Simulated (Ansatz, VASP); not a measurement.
# Two plane-wave programs on MgS

Contents of INCAR:

```
ALGO = Normal
EDIFF = 1E-6
ENCUT = 600
GGA = PE
GGA_COMPAT = False
ISIF = 2
ISMEAR = 0
LASPH = True
LCHARG = False
LREAL = False
LWAVE = False
NBANDS = 11
NELM = 120
PREC = Accurate
SIGMA = 0.01
```

KPOINTS

```
k-points
0
Gamma
  6 6 6
```

File POSCAR:

```
MgS
1.0
    0.0000000000      2.6412435108      2.5997095713
    2.6412435108      0.0000000000      2.5997095713
    2.6412435108      2.6412435108      0.0000000000
Mg S
1 1
Direct
    0.0000000000      0.0000000000      0.0000000000
    0.5000000000      0.5000000000      0.5000000000
```

Input for Ansatz:

```yaml
crystal:
  lattice:
    - [0.0, 2.6412435121, 2.5997095703]
    - [2.6412435121, 0.0, 2.5997095703]
    - [2.6412435121, 2.6412435121, 0.0]
  atoms:
    - { symbol: Mg, position: [0.0, 0.0, 0.0] }
    - { symbol: S, position: [0.5, 0.5, 0.5] }
basis:
  ecutwfc: 420
kpoints:
  mp_grid: { grid: [6, 6, 6] }
  band_path:
    path:
      - [0.0, 0.0, 0.0]
      - [0.0, 0.0, 0.0]
      - [0.5, 0.5, 0.0]
      - [0.0, 0.5, 0.5]
      - [0.5, 0.5, 0.5]
      - [0.0, 0.0, 0.5]
      - [0.5, 0.5, 0.5]
      - [0.0, 0.0, 0.5]
    npoints: 1
hamiltonian:
  xc: pbe
  pseudopotentials: { kind: paw, azcp: { folder: soft_1 } }
scf:
  occupations: { method: fixed }
  n_extra_bands: 5
output:
  forces: true
  stress: true
  eigenvalues: true
```

Alike in both runs: task single point; functional PBE; k mesh 6 × 6 × 6; no spin polarisation.

|  | VASP | Ansatz |
| --- | --- | --- |
| version | VASP 6.6.1 | Ansatz 0.2.0 |
| potentials or method | VASP PAW PBE potentials, release 64 (Mg, S), cutoff 600 eV | scalar-relativistic, plane waves, PAW |
| occupations | gaussian, width 0.01 eV | fixed |
| valence electrons in the cell | 8 | 16 |

```tsv
	VASP	Ansatz	Ansatz less VASP
gap on the k mesh at the Fermi level (eV)	2.64	2.65	+0.015
least direct gap on the mesh (eV)	3.46	3.47	+0.012
pressure (GPa)	-1.2	-1.0	+0.27
traceless stress, the component that is largest in VASP (GPa)	0.96	0.96	+0.004
```

VASP's potentials hold 8 valence electrons a cell and Ansatz's 16, so a difference there can come from the potentials and not from the codes.
